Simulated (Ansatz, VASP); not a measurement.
## AlNi in VASP and in Ansatz

Contents of INCAR:

```
ALGO = Normal
EDIFF = 1E-7
ENCUT = 520
GGA = PE
ISIF = 2
ISMEAR = -1
LASPH = T
LCHARG = F
LREAL = F
LWAVE = F
NBANDS = 14
NELM = 80
PREC = Accurate
SIGMA = 0.08
```

The input KPOINTS:

```
k-points
0
Gamma
  15 15 13
```

The input POSCAR:

```
AlNi
1.0
    2.4372945710      0.0000000000      0.0000000000
   -1.2186472855      2.1107590150      0.0000000000
    0.0000000000      0.0000000000      3.5235977140
Ni Al
1 1
Direct
    0.0000000000      0.0000000000      0.0000000000
    0.3333333333      0.6666666667      0.5000000000
```

Input for Ansatz:

```yaml
crystal:
  lattice:
    - [2.437294571, 0.0, 0.0]
    - [-1.2186472855, 2.110759015, 0.0]
    - [0.0, 0.0, 3.523597714]
  atoms:
    - { symbol: Ni, position: [0.0, 0.0, 0.0] }
    - { symbol: Al, position: [0.3333333333, 0.6666666667, 0.5] }
kpoints:
  mp_grid: { grid: [15, 15, 13] }
scf:
  occupations: { method: fermi_dirac, width: 0.08 }
hamiltonian:
  xc: pbe
  pseudopotentials: { kind: paw, core: large }
output:
  forces: true
  stress: true
  eigenvalues: true
```

Change from the starting cell: volume scaled by 0.72, PAW files, core large.

Alike in both runs: task single point; functional PBE; k mesh 15 × 15 × 13; occupations fermi-dirac, width 0.08 eV; no spin polarisation.

```csv
,VASP,Ansatz
version,VASP 6.6.1,Ansatz 0.2.0
potentials or method,"VASP PAW PBE potentials, release 64 (Ni, Al)","PAW with other files of Ansatz's library (core large), scalar-relativistic"
plane-wave cutoff (eV),520,420
valence electrons in the cell,13,21
```

VASP gave:

* pressure (GPa): 95.9
* traceless stress, the component that is largest in VASP (GPa): -0.11

Task: Estimate Ansatz's values.

Result: Pressure (GPa): 96.0; traceless stress, the component that is largest in VASP (GPa): 0.07.

Both programs put the cell under a high pressure, so it lies far from rest at this level. VASP's potentials hold 13 valence electrons a cell and Ansatz's 21, so a difference there can come from the potentials and not from the codes. Ansatz's warnings: datasets by core.

Noted on VASP's run: the cell as given lies far from equilibrium.
